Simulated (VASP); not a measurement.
Crystal: Ta2N (k07).

```xyz
9
Lattice="5.2966 0.0000 0.0000 -2.6483 4.5870 0.0000 0.0000 0.0000 4.9392" Properties=species:S:1:pos:R:3 pbc="T T T"
Ta    1.7647    3.0566    3.7223
Ta   -0.8836    1.5304    3.7223
Ta    1.7671    0.0000    3.7223
Ta    0.8836    1.5304    1.2169
Ta   -1.7647    3.0566    1.2169
Ta    3.5294    0.0000    1.2169
N     2.6483    1.5290    2.4696
N     0.0000    3.0580    2.4696
N     0.0000    0.0000    0.0000
```

| Quantity | Value |
| --- | --- |
| Program | VASP 6.6.1 |
| Task | relaxation of cell and atoms |
| Functional | LDA |
| Potentials or basis | VASP PAW LDA potentials, release 64 (Ta_pv, N) |
| Cutoff | 600 eV |
| k mesh | 6 × 6 × 4 |
| Occupations | gaussian, width 0.1 eV |
| Spin | no spin polarisation |

At the start: pressure -9.7 GPa; volume 13.33 Å³/atom.

**Question.** Where does the relaxation end?

**Answer.** Over 6 steps the energy falls by 13.5 meV/atom and the volume is 12.90 Å³/atom (-3.2 %); space group P-31m (No. 162, to 0.05 Å).

The path:
```csv
step,energy change (eV),largest force (eV/Å),pressure (GPa),volume (Å³)
1,0.0000,0.1435,-9.71,120.00
2,0.8177,0.3247,33.49,106.50
3,-0.1207,0.0590,-0.33,116.28
4,-0.1208,0.0563,-0.04,116.16
5,-0.1208,0.0545,0.18,116.09
6,-0.1212,0.0133,0.18,116.10
```

Final structure:
```
CELL_PARAMETERS angstrom
5.23982 0.00000 0.00000
-2.61991 4.53782 0.00000
0.00000 0.00000 4.88281
ATOMIC_POSITIONS crystal
Ta 0.66673 0.66673 0.75290
Ta 0.00000 0.33327 0.75290
Ta 0.33327 0.00000 0.75290
Ta 0.33327 0.33327 0.24710
Ta 0.00000 0.66673 0.24710
Ta 0.66673 0.00000 0.24710
N 0.66667 0.33333 0.50000
N 0.33333 0.66667 0.50000
N 0.00000 0.00000 0.00000
```

Caveat: the relaxation stopped at a loose force limit of 0.05 eV/Å, so its end isn't a converged minimum.
